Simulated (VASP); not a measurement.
## H8C3: relaxation of the atoms with PBE+D3(BJ)

System: H8C3.

```
C H
1.0
     8.26947    0.00000    0.00000
     0.00000    8.26947    0.00000
     0.00000    0.00000    8.26947
C H
9 24
Direct
  0.66221 0.41380 0.48279
  0.60292 0.27893 0.41678
  0.54243 0.30669 0.95578
  0.46811 0.40639 0.05873
  0.05068 0.09022 0.35977
  0.10709 0.93917 0.36759
  0.87241 0.87480 0.13725
  0.04973 0.63376 0.82342
  0.09444 0.47588 0.18763
  0.66773 0.52658 0.41602
  0.70734 0.41623 0.60593
  0.55779 0.27651 0.29364
  0.59740 0.16615 0.48355
  0.59394 0.34979 0.84310
  0.55441 0.17842 0.98052
  0.45614 0.53465 0.03399
  0.41660 0.36329 0.17141
  0.02613 0.14881 0.24500
  0.02703 0.16068 0.46787
  0.13073 0.86871 0.25949
  0.13163 0.88058 0.48237
  0.82876 0.96626 0.22148
  0.78252 0.85556 0.04285
  0.89309 0.76186 0.20190
  0.98527 0.91554 0.08279
  0.11116 0.71213 0.90972
  0.96334 0.55739 0.88720
  0.13837 0.55801 0.76205
  0.98604 0.70751 0.73472
  0.01152 0.53272 0.27281
  0.02756 0.39339 0.10962
  0.18639 0.40876 0.25398
  0.15230 0.56867 0.11409
```

```
Program                : VASP 6.6.1
Task                   : relaxation of the atoms
Functional             : PBE
Dispersion             : D3(BJ)
Potentials or basis    : VASP PAW PBE potentials, release 64 (C, H)
Cutoff                 : 520 eV
k mesh                 : 1 × 1 × 1
Occupations            : fermi-dirac, width 0.02 eV
Spin                   : no spin polarisation
Dipole correction      : no
Further INCAR settings : LREAL = Auto; ALGO = Normal; EDIFF = 1e-06; IBRION = 2; EDIFFG = -0.3; NSW = 35
```

```json
{"Energy gained by relaxing": "16.6 meV/atom", "Ionic steps": "23", "Pressure after relaxing": "0.1 GPa", "Largest force after relaxing": "0.291 eV/Å", "Band gap on the k mesh": "5.18 eV", "Dispersion energy per atom": "-0.026 eV"}
```

Forces in eV/Å, atoms in the order of the input:
```
C    0.009  0.118 -0.080
C    0.036 -0.064  0.150
C   -0.028 -0.209  0.079
C    0.080  0.237 -0.148
C    0.168  0.095  0.202
C   -0.051  0.071 -0.177
C    0.003 -0.070 -0.228
C    0.024  0.009  0.019
C   -0.052 -0.041  0.005
H    0.052 -0.148  0.072
H   -0.034  0.024  0.001
H   -0.034 -0.074 -0.076
H    0.083  0.113 -0.031
H    0.063 -0.003 -0.019
H   -0.020  0.177 -0.085
H   -0.004 -0.197 -0.034
H   -0.010  0.004  0.096
H   -0.053 -0.061  0.119
H   -0.003 -0.179 -0.173
H   -0.003 -0.031  0.147
H    0.027  0.036  0.044
H   -0.080  0.111  0.123
H   -0.044 -0.005 -0.059
H   -0.004 -0.028  0.060
H   -0.055  0.010  0.007
H    0.041  0.073  0.032
H   -0.100 -0.056  0.043
H    0.111 -0.113 -0.093
H   -0.091  0.111 -0.166
H   -0.142  0.063  0.117
H   -0.034 -0.032 -0.041
H    0.076 -0.064  0.132
H    0.070  0.124 -0.039
```

Stress tensor (GPa, compression positive):
```
 0.08 -0.07  0.03
-0.07 -0.14 -0.02
 0.03 -0.02  0.22
```

The path:
| step | energy change (eV) | largest force (eV/Å) | pressure (GPa) |
| --- | --- | --- | --- |
| 1 | 0.0000 | 0.8607 | 0.83 |
| 2 | 0.0444 | 2.5492 | 0.63 |
| 3 | -0.0283 | 0.7278 | 0.73 |
| 4 | -0.0739 | 0.6364 | 0.37 |
| 5 | -0.0902 | 0.8501 | 0.00 |
| 6 | -0.1266 | 0.5051 | -0.08 |
| 7 | -0.1558 | 0.6986 | -0.24 |
| 8 | -0.1946 | 0.4959 | -0.07 |
| 9 | -0.2522 | 0.4385 | 0.43 |
| 10 | -0.2974 | 0.6419 | 0.54 |
| 11 | -0.3090 | 1.4163 | 0.64 |
| 12 | -0.3280 | 1.1796 | 0.61 |
| 13 | -0.3692 | 0.6740 | 0.55 |
| 14 | -0.3839 | 1.4648 | 0.43 |
| 15 | -0.3887 | 0.9559 | 0.47 |
| 16 | -0.4306 | 0.7697 | 0.35 |
| 17 | -0.4763 | 0.6253 | 0.05 |
| 18 | -0.4961 | 0.3591 | 0.00 |
| 19 | -0.5027 | 0.4890 | -0.05 |
| 20 | -0.5159 | 0.3914 | -0.06 |
| 21 | -0.5188 | 0.5884 | -0.06 |
| 22 | -0.5314 | 0.4239 | -0.03 |
| 23 | -0.5472 | 0.2906 | 0.06 |

Final structure:
```xyz
33
Lattice="8.2695 0.0000 0.0000 0.0000 8.2695 0.0000 0.0000 0.0000 8.2695" Properties=species:S:1:pos:R:3 pbc="T T T"
C     5.5155    3.4029    4.0280
C     5.0892    2.2308    3.5576
C     4.4986    2.5502    7.8459
C     3.8508    3.4164    0.3538
C     0.5518    0.7724    3.1378
C     1.0959    7.8284    3.2571
C     6.9682    7.1788    0.9418
C     0.3946    5.2681    6.7107
C     0.7544    3.9234    1.6544
H     5.5411    4.2979    3.3939
H     5.8585    3.5277    5.0569
H     4.7810    2.1312    2.5204
H     5.0250    1.3313    4.1786
H     4.9767    2.8558    6.9165
H     4.5605    1.4856    8.1085
H     3.7946    4.4875    0.1206
H     3.3435    3.0973    1.2587
H     0.3828    1.2179    2.1552
H     0.2913    1.3942    4.0054
H     1.3554    7.2558    2.3616
H     1.2841    7.3520    4.2195
H     6.5610    7.9285    1.6187
H     6.2452    6.9472    0.1532
H     7.2005    6.2659    1.4960
H     7.8889    7.5620    0.4856
H     0.8998    5.9317    7.4160
H     7.9349    4.6657    7.2549
H     1.1297    4.6147    6.2392
H     8.1557    5.8636    5.9529
H     0.0253    4.3825    2.3213
H     0.2396    3.2614    0.9525
H     1.4643    3.3433    2.2425
H     1.2832    4.6928    1.0940
```

Levels at points of the mesh, in eV from the valence-band top:
```tsv
k point	band 27	band 28	band 29	band 30	band 31	band 32	band 33	band 34
(0.00, 0.00, 0.00)	-1.72	-0.24	-0.20	0.00	5.18	5.26	5.40	5.72
```

Wall time 7.3 min on 1 thread of Intel(R) Xeon(R) 6975P-C (Granite Rapids), with other jobs on the host, peak memory 0.59 GiB.

Caveat: the k points lie up to 0.76 Å⁻¹ apart; the relaxation stopped at a loose force limit of 0.3 eV/Å, so its end isn't a converged minimum.
